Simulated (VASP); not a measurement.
# Ga8HN8 (a cell with a defect) in VASP: single point with PBE

Aim: the single point of Ga8HN8 (a cell with a defect) with PBE.

All numbers are computed with VASP 6.6.1; they aren't measurements. Logs are shortened: lines on timing, memory, paths and dates and some standing lists are left out, and cuts for length are marked.

## 1. The cell of the first run

The cell holds a defect, 17 atoms: a = 6.360 Å, b = 6.360 Å, c = 5.166 Å, α = 90.00°, β = 90.00°, γ = 120.00°.

## 2. Single point, PBE

The input, INCAR:

```
SYSTEM = Ga8HN8
ALGO = Normal
EDIFF = 1E-6
ENCUT = 520
GGA = PE
GGA_COMPAT = .FALSE.
ISIF = 2
ISMEAR = 0
LASPH = .TRUE.
LCHARG = .FALSE.
LREAL = .FALSE.
LWAVE = .FALSE.
NBANDS = 86
NELECT = 146.0
NELM = 120
PREC = Accurate
SIGMA = 0.02
```

The input, KPOINTS:

```
k-points
0
G
  3 3 2
  0 0 0
```

The input, POSCAR:

```
Ga8HN8
1.0
    6.3600002494      0.0000000000      0.0000000000
   -3.1800001247      5.5079217840      0.0000000000
    0.0000000000      0.0000000000      5.1660000000
Ga N H
8 8 1
Direct
    0.1590858968      0.3181717936      0.0056347292
    0.3327815628      0.1663907814      0.4901413731
    0.1590858968      0.8409141032      0.0056347292
    0.3333333333      0.6666666667      0.5228476603
    0.6666666667      0.3333333333     -0.0160987162
    0.8336092186      0.1663907814      0.4901413731
    0.6818282064      0.8409141032      0.0056347292
    0.8336092186      0.6672184372      0.4901413731
    0.1714782769      0.3429565538      0.3865398938
    0.3420789706      0.1710394853      0.8603620036
    0.1714782769      0.8285217231      0.3865398938
    0.3333333333      0.6666666667      0.8973893436
    0.6666666667      0.3333333333      0.3596793628
    0.8289605147      0.1710394853      0.8603620036
    0.6570434462      0.8285217231      0.3865398938
    0.8289605147      0.6579210294      0.8603620036
    0.0000000000      0.0000000000      0.1331483502
```

Potentials or basis: VASP PAW PBE potentials, release 64 (Ga_d, N, H).

Run with:

```console
cat potpaw_PBE.64/Ga_d/POTCAR potpaw_PBE.64/N/POTCAR potpaw_PBE.64/H/POTCAR > POTCAR
mpirun -np 1 vasp_std > vasp.out
```

OUTCAR:

```text
SYSTEM = Ga8HN8
   EDIFF = 1E-6
   ENCUT = 520
   GGA = PE
   ISIF = 2
   ISMEAR = 0
   LASPH = .TRUE.
   LREAL = .FALSE.
   NELECT = 146.0
   NELM = 120
   PREC = Accurate

 ion  position               nearest neighbor table
   1  0.159  0.318  0.006-  17 1.87  14 1.97  10 1.97   9 1.97  12 2.00
   2  0.333  0.166  0.490-  10 1.91  11 1.94   9 1.94  13 1.96
   3  0.159  0.841  0.006-  17 1.87  10 1.97  16 1.97  11 1.97  12 2.00
   4  0.333  0.667  0.523-  11 1.92   9 1.92  15 1.92  12 1.93
   5  0.667  0.333  0.984-  14 1.90  16 1.90  10 1.90  13 1.94
   6  0.834  0.166  0.490-  14 1.91  15 1.94   9 1.94  13 1.96
   7  0.682  0.841  0.006-  17 1.87  14 1.97  16 1.97  15 1.97  12 2.00
   8  0.834  0.667  0.490-  16 1.91  11 1.94  15 1.94  13 1.96
   9  0.171  0.343  0.387-   4 1.92   6 1.94   2 1.94   1 1.97
  10  0.342  0.171  0.860-   5 1.90   2 1.91   3 1.97   1 1.97
  11  0.171  0.829  0.387-   4 1.92   2 1.94   8 1.94   3 1.97
  12  0.333  0.667  0.897-   4 1.93   3 2.00   1 2.00   7 2.00
  13  0.667  0.333  0.360-   5 1.94   6 1.96   8 1.96   2 1.96
  14  0.829  0.171  0.860-   5 1.90   6 1.91   7 1.97   1 1.97
  15  0.657  0.829  0.387-   4 1.92   6 1.94   8 1.94   7 1.97
  16  0.829  0.658  0.860-   5 1.90   8 1.91   7 1.97   3 1.97
  17  0.000  0.000  0.133-   1 1.87   3 1.87   7 1.87

  LATTYP: Found a hexagonal cell.
 ALAT       =     6.3600002494
 C/A-ratio  =     0.8122641191

  Lattice vectors:

 A1 = (   6.3600002494,   0.0000000000,   0.0000000000)
 A2 = (  -3.1800001247,   5.5079217840,   0.0000000000)
 A3 = (   0.0000000000,   0.0000000000,   5.1660000000)

Analysis of symmetry for initial positions (statically):
=====================================================================
 Subroutine PRICEL returns:
 Original cell was already a primitive cell.

 Routine SETGRP: Setting up the symmetry group for a
 hexagonal supercell.

 Subroutine GETGRP returns: Found  6 space group operations
 (whereof  6 operations were pure point group operations)
 out of a pool of 24 trial point group operations.

The static configuration has the point symmetry C_3v.

Analysis of symmetry for dynamics (positions and initial velocities):
=====================================================================
 Subroutine PRICEL returns:
 Original cell was already a primitive cell.

 Routine SETGRP: Setting up the symmetry group for a
 hexagonal supercell.

 Subroutine GETGRP returns: Found  6 space group operations
 (whereof  6 operations were pure point group operations)
 out of a pool of 24 trial point group operations.

The dynamic configuration has the point symmetry C_3v.

 Subroutine INISYM returns: Found  6 space group operations
 (whereof  6 operations are pure point group operations),
 and found     1 'primitive' translations

----------------------------------------------------------------------------------------

                                     Primitive cell

  volume of cell :     180.9670

  direct lattice vectors                    reciprocal lattice vectors
     6.360000249  0.000000000  0.000000000     0.157232698  0.090778341  0.000000000
    -3.180000125  5.507921784  0.000000000     0.000000000  0.181556681  0.000000000
     0.000000000  0.000000000  5.166000000     0.000000000  0.000000000  0.193573364

  length of vectors
     6.360000249  6.360000249  5.166000000     0.181556681  0.181556681  0.193573364

  position of ions in fractional coordinates (direct lattice)
     0.159085897  0.318171794  0.005634729
     0.332781563  0.166390781  0.490141373
     0.159085897  0.840914103  0.005634729
     0.333333333  0.666666667  0.522847660
     0.666666667  0.333333333  0.983901284
     0.833609219  0.166390781  0.490141373
[... 9 lines left out ...]
     0.828960515  0.657921029  0.860362004
     0.000000000  0.000000000  0.133148350

  ion indices of the primitive-cell ions
   primitive index   ion index
                 1           1
                 2           2
                 3           3
                 4           4
                 5           5
                 6           6
[... 9 lines left out ...]
                16          16
                17          17

----------------------------------------------------------------------------------------

 KPOINTS: k-points

Automatic generation of k-mesh.
 Grid dimensions read from file:
 generate k-points for:    3    3    2

 Generating k-lattice:

  Cartesian coordinates                     Fractional coordinates (reciprocal lattice)
     0.052410899  0.030259447  0.000000000     0.333333333  0.000000000  0.000000000
     0.000000000  0.060518894  0.000000000     0.000000000  0.333333333  0.000000000
     0.000000000  0.000000000  0.096786682     0.000000000  0.000000000  0.500000000

  Length of vectors
     0.060518894  0.060518894  0.096786682

  Shift w.r.t. Gamma in fractional coordinates (k-lattice)
     0.000000000  0.000000000  0.000000000

 Subroutine IBZKPT returns following result:
 ===========================================

 Found      6 irreducible k-points:

 Following reciprocal coordinates:
            Coordinates               Weight
  0.000000  0.000000  0.000000      1.000000
  0.333333  0.000000  0.000000      6.000000
  0.333333  0.333333  0.000000      2.000000
  0.000000  0.000000  0.500000      1.000000
  0.333333  0.000000  0.500000      6.000000
  0.333333  0.333333  0.500000      2.000000
   k-points           NKPTS =      6   k-points in BZ     NKDIM =      6   number of bands    NBANDS=     86
   number of dos      NEDOS =    301   number of ions     NIONS =     17
   total plane-waves  NPLWV =  92160
   dimension x,y,z NGX =    48 NGY =   48 NGZ =   40
   dimension x,y,z NGXF=    96 NGYF=   96 NGZF=   80
   ions per type =               8   8   1
   NGX,Y,Z   is equivalent  to a cutoff of  12.55, 12.55, 12.87 a.u.
   NGXF,Y,Z  is equivalent  to a cutoff of  25.09, 25.09, 25.74 a.u.
 SYSTEM =  Ga8HN8
   PREC   = accura    normal or accurate (medium, high low for compatibility)
   ISTART =      0    job   : 0-new  1-cont  2-samecut
   ICHARG =      2    charge: 1-file 2-atom 10-const
   ISPIN  =      1    spin polarized calculation?
   LNONCOLLINEAR =      F non collinear calculations
   LSORBIT =      F    spin-orbit coupling
   LASPH  =      T    aspherical Exc in radial PAW
   ENCUT  =  520.0 eV  38.22 Ry    6.18 a.u.  11.83 11.83  9.61*2*pi/ulx,y,z
   NELM   =    120;   NELMIN=  2; NELMDL= -5     # of ELM steps
   EDIFF  = 0.1E-05   stopping-criterion for ELM
   LREAL  =      F    real-space projection
   EDIFFG = 0.1E-04   stopping-criterion for IOM
   NSW    =      0    number of steps for IOM
   IBRION =     -1    ionic relax: 0-MD 1-quasi-New 2-CG
   NFREE  =      0    steps in history (QN), initial steepest desc. (CG)
   ISIF   =      2    stress and relaxation
   ISYM   =      2    0-nonsym 1-usesym 2-fastsym
   POTIM  = 0.5000    time-step for ionic-motion
   TEBEG  =    0.0;   TEEND  =   0.0 temperature during run
   PSTRESS=    0.0 pullay stress
   NELECT =     146.0000    total number of electrons
   NUPDOWN=      -1.0000    fix difference up-down
   EMIN   =  10.00;   EMAX   =-10.00  energy-range for DOS
   EFERMI =   0.00;   METHOD = LEGACY
   ISMEAR =     0;   SIGMA  =   0.02  broadening in eV -4-tet -1-fermi 0-gaus
   EFERMI_NEDOS =   21; number of points for ismear=-14 and -15
   IALGO  =     38    algorithm
   IMIX   =      4    mixing-type and parameters
     AMIX     =   0.40;   BMIX     =  1.00
     AMIX_MAG =   1.60;   BMIX_MAG =  1.00
  volume/ion in A,a.u.               =      10.65        71.84
  Fermi-wavevector in a.u.,A,eV,Ry     =   1.524027  2.879994 31.601688  2.322659
  Thomas-Fermi vector in A             =   2.632390
   LORBIT       =      0    0 simple, 1 ext, 2 COOP (PROOUT), +10 PAW based schemes
   GGA     = PE    functional components
   LHFCALC =     F    Hartree Fock is set to
   AEXX    =    0.0000 exact exchange contribution
   IVDW    =     0    specifies the selected vdW correction
   LEPSILON=     F    determine dielectric tensor
   LRPA    =     F    only Hartree local field effects (RPA)
 non-spin polarized calculation
 Gauss-broadening in eV      SIGMA  =   0.02
  energy-cutoff  :      520.00
  volume of cell :      180.97
 maximum number of plane-waves:      4933
 NGX is ok and might be reduce to    48
   NGX = 23   NGY = 23   NGZ = 19

 number of electron     146.0000008 magnetization

 Free energy of the ion-electron system (eV)
  ---------------------------------------------------
  ext. energy  EPLUGINS =         0.00000000
  ---------------------------------------------------
  free energy    TOTEN  =       -90.90354268 eV

  energy without entropy =      -90.90354268  energy(sigma->0) =      -90.90354268

 E-fermi :   7.0776     XC(G=0): -11.8826

 val. band max:        6.9273900159   @ k =   0.3333   0.3333   0.5000
 cond. band min:       8.1986080898   @ k =   0.0000   0.0000   0.0000
 fundamental gap:      1.2712180738
 Fermi energy:         7.0776285690

 k-point     1 :       0.0000    0.0000    0.0000
  band No.  band energies     occupation
      1     -10.6554      2.00000
      2      -9.7125      2.00000
      3      -9.6910      2.00000
      4      -9.6910      2.00000
      5      -9.6289      2.00000
      6      -9.4962      2.00000
[... 77 lines left out ...]
     84      13.8261      0.00000
     85      14.0839      0.00000

 k-point     2 :       0.3333    0.0000    0.0000
  band No.  band energies     occupation
      1     -10.3883      2.00000
      2      -9.8849      2.00000
      3      -9.6826      2.00000
      4      -9.6783      2.00000
      5      -9.5955      2.00000
      6      -9.5215      2.00000
[... 77 lines left out ...]
     84      13.4148      0.00000
     85      13.7312      0.00000

 k-point     3 :       0.3333    0.3333    0.0000
  band No.  band energies     occupation
      1     -10.0346      2.00000
      2     -10.0324      2.00000
      3      -9.9254      2.00000
      4      -9.5764      2.00000
      5      -9.5498      2.00000
      6      -9.5489      2.00000
[... 77 lines left out ...]
     84      12.9237      0.00000
     85      12.9987      0.00000

 k-point     4 :       0.0000    0.0000    0.5000
  band No.  band energies     occupation
      1     -10.1237      2.00000
      2      -9.9775      2.00000
      3      -9.5977      2.00000
      4      -9.5674      2.00000
      5      -9.5674      2.00000
      6      -9.5113      2.00000
[... 77 lines left out ...]
     84      13.3199      0.00000
     85      13.3272      0.00000

 k-point     5 :       0.3333    0.0000    0.5000
  band No.  band energies     occupation
      1      -9.9494      2.00000
      2      -9.8276      2.00000
      3      -9.6719      2.00000
      4      -9.5849      2.00000
      5      -9.5724      2.00000
      6      -9.5644      2.00000
[... 77 lines left out ...]
     84      13.3111      0.00000
     85      13.3532      0.00000

 k-point     6 :       0.3333    0.3333    0.5000
  band No.  band energies     occupation
      1      -9.7398      2.00000
      2      -9.7266      2.00000
      3      -9.7264      2.00000
      4      -9.6765      2.00000
      5      -9.6566      2.00000
      6      -9.5310      2.00000
[... 77 lines left out ...]
     84      12.9045      0.00000
     85      13.1156      0.00000
 [bands above 85 left out]

------------------------ aborting loop because EDIFF is reached ----------------------------------------

  FORCE on cell =-STRESS in cart. coord.  units (eV):
  Direction    XX          YY          ZZ          XY          YZ          ZX
  --------------------------------------------------------------------------------------
  -------------------------------------------------------------------------------------
  Total       21.6847395     21.6847395     26.9239664      0.0000000      0.0000000     -0.0000000
  in kB      191.9842021    191.9842021    238.3693012      0.0000000      0.0000000     -0.0000000
  external PRESSURE =     207.4459018 kB  Pullay stress =       0.0000000 kB

 VOLUME and BASIS-vectors are now :
 -----------------------------------------------------------------------------
  energy-cutoff  :      520.00
  volume of cell :      180.97
      direct lattice vectors                 reciprocal lattice vectors
     6.360000249  0.000000000  0.000000000     0.157232698  0.090778341  0.000000000
    -3.180000125  5.507921784  0.000000000     0.000000000  0.181556681  0.000000000
     0.000000000  0.000000000  5.166000000     0.000000000  0.000000000  0.193573364

 POSITION                                       TOTAL-FORCE (eV/Angst)
 -----------------------------------------------------------------------------------
      0.00000      1.75247      0.02911         0.000000     -0.008312     -0.011899
      1.58737      0.91647      2.53207         0.027343      0.015786      0.016500
     -1.66232      4.63169      0.02911        -0.007198      0.004156     -0.011899
     -0.00000      3.67195      2.70103         0.000000     -0.000000     -0.004658
      3.18000      1.83597      5.08283         0.000000     -0.000000      0.000844
      4.77263      0.91647      2.53207        -0.027343      0.015786      0.016500
[... 9 lines left out ...]
      3.18000      3.62378      4.44463         0.000000     -0.021022      0.004801
      0.00000      0.00000      0.68784         0.000000     -0.000000      0.010944
 -----------------------------------------------------------------------------------
    total drift:                                0.000004     -0.000006     -0.000040

  FREE ENERGIE OF THE ION-ELECTRON SYSTEM (eV)
  ---------------------------------------------------
  free  energy   TOTEN  =       -90.9035426849 eV

  energy  without entropy=      -90.9035426849  energy(sigma->0) =      -90.90354268
```

It took 2.2 min on 1 thread of Intel Xeon Platinum 8259CL at 2.50GHz (Skylake/Cascade Lake), shared host; peak memory 0.32 GiB.

What came out:

- Free energy: -90.9035 eV
- Largest force: 0.050 eV/Å

Forces in eV/Å, atoms in the order of the input:
```
Ga   0.000 -0.008 -0.012
Ga   0.027  0.016  0.017
Ga  -0.007  0.004 -0.012
Ga   0.000  0.000 -0.005
Ga   0.000  0.000  0.001
Ga  -0.027  0.016  0.017
Ga   0.007  0.004 -0.012
Ga   0.000 -0.032  0.017
N    0.000 -0.003  0.009
N    0.018  0.011  0.005
N   -0.003  0.001  0.009
N    0.000  0.000 -0.050
N    0.000  0.000 -0.011
N   -0.018  0.011  0.005
N    0.003  0.001  0.009
N    0.000 -0.021  0.005
H    0.000  0.000  0.011
```

Levels at points of the mesh, in eV from the Fermi level:
| k point | band 70 | band 71 | band 72 | band 73 | band 74 | band 75 | band 76 | band 77 |
| --- | --- | --- | --- | --- | --- | --- | --- | --- |
| (0.00, 0.00, 0.00) | -1.61 | -1.53 | -1.53 | -1.27 | 1.12 | 2.57 | 3.35 | 3.35 |
| (0.00, 0.00, 0.50) | -2.23 | -1.96 | -1.96 | -1.49 | 2.48 | 2.48 | 2.51 | 2.84 |

Caveat: the k points lie up to 0.61 Å⁻¹ apart; the cell carries a net charge on a neutralising background, which shifts energy and pressure; the cell is charged against a uniform background, so pressure and absolute levels hang on convention.
